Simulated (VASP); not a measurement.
Input of a VASP 6.6.1 run:

INCAR

```
ALGO = Normal ; DIPOL = 0.5 0.5 0.500
EDIFF = 1E-6 ; ENCUT = 520
GGA = PE ; IDIPOL = 3
ISIF = 2 ; ISMEAR = 0
LASPH = T ; LCHARG = F
LDIPOL = T ; LREAL = F
LWAVE = F ; NBANDS = 14
NELM = 80 ; PREC = Accurate
SIGMA = 0.1
```

Contents of KPOINTS:

```
k-points
0
Gamma
  6 6 1
```

The input POSCAR:

```
Re
1.0
    3.1108640000      0.0000000000      0.0000000000
   -1.5554320000      2.6940870000      0.0000000000
    0.0000000000      0.0000000000     16.0000000000
Re
2
Direct
    0.0000000000      0.0000000000      0.5532227700
    0.0000000000      0.0000000000      0.4467772300
```

Potentials or basis: VASP PAW PBE potentials, release 64 (Re).

Run with:

```sh
$ cat potpaw_PBE.64/Re/POTCAR > POTCAR
$ mpirun -np 1 vasp_std > vasp.out
```

(1) Predict the band gap on the k mesh.

(2) What does it give for the largest force?

Results:

(1) zero (band 7 reaches -1.06 eV, above the bottom of band 8 at -1.64 eV).

(2) 24.173 eV/Å.

Caveat: the k points lie up to 0.39 Å⁻¹ apart; spin-orbit coupling is left out, which moves the levels of the heavy elements.
